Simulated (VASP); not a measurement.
Input of a VASP 6.6.1 run:

The input POSCAR:

```
SnO2
1.0
   -5.3276731554      5.3276731554      1.5949247723
    5.3276731554     -5.3276731554      1.5949247723
    5.3276731554      5.3276731554     -1.5949247723
Sn O
4 8
Direct
    0.3495363709      0.1660945435      0.5156309144
    0.8339054565      0.3495363709      0.1834418274
    0.1660945435      0.6504636291      0.8165581726
    0.6504636291      0.8339054565      0.4843690856
    0.1598796197      0.4587957379      0.6186753576
    0.5412042621      0.1598796197      0.7010838818
    0.4587957379      0.8401203803      0.2989161182
    0.8401203803      0.5412042621      0.3813246424
    0.8433318186      0.7903756060      0.6337074246
    0.2096243940      0.8433318186      0.0529562125
    0.1566681814      0.2096243940      0.3662925754
    0.7903756060      0.1566681814      0.9470437875
```

INCAR.step1

```
PREC = Accurate ; ENCUT = 660
ISMEAR = 0 ; SIGMA = 0.01
LREAL = False ; LASPH = True
NELM = 120 ; NBANDS = 64
GGA = PE ; ALGO = Normal
EDIFF = 1E-5 ; LWAVE = True
LCHARG = False ; GGA_COMPAT = False
KPAR = 4
```

File INCAR.step2:

```
PREC = Accurate ; ENCUT = 660
EDIFF = 1E-6 ; ISMEAR = 0
SIGMA = 0.01 ; LREAL = False
LASPH = True ; NELM = 120
ALGO = Normal ; ISIF = 2
LWAVE = False ; LCHARG = False
METAGGA = R2SCAN ; LMIXTAU = True
NBANDS = 64 ; ISTART = 1
GGA_COMPAT = False ; KPAR = 4
```

Contents of KPOINTS:

```
regular mesh
0
Gamma
  8 8 8
```

Potentials or basis: VASP PAW PBE potentials, release 64 (Sn_d, O).

Command:

```console
$ cat potpaw_PBE.64/Sn_d/POTCAR potpaw_PBE.64/O/POTCAR > POTCAR
$ cp INCAR.step1 INCAR
$ mpirun -np 4 vasp_std > vasp.out
$ cp INCAR.step2 INCAR
$ mpirun -np 4 vasp_std > vasp.out
```

Problem. Predict the largest force.

Solution. 0.088 eV/Å.

Problem. Predict the band gap on the k mesh.

Solution. 2.62 eV (least direct gap 2.83 eV).

Problem. What does it give for the pressure?

Solution. 0.8 GPa.

Forces on the atoms (eV/Å):
```
Sn  -0.022  0.013  0.000
Sn   0.013  0.022  0.000
Sn  -0.013 -0.022  0.000
Sn   0.022 -0.013  0.000
O    0.018 -0.008  0.000
O   -0.008 -0.018  0.000
O    0.008  0.018  0.000
O   -0.018  0.008  0.000
O    0.072  0.050  0.000
O    0.050 -0.072  0.000
O   -0.072 -0.050  0.000
O   -0.050  0.072  0.000
```

Caveat: the PAW data sets were made with another functional, which shifts forces and pressure a little; spin-orbit coupling is left out, which moves the levels of the heavy elements. A k mesh can miss the band edges.
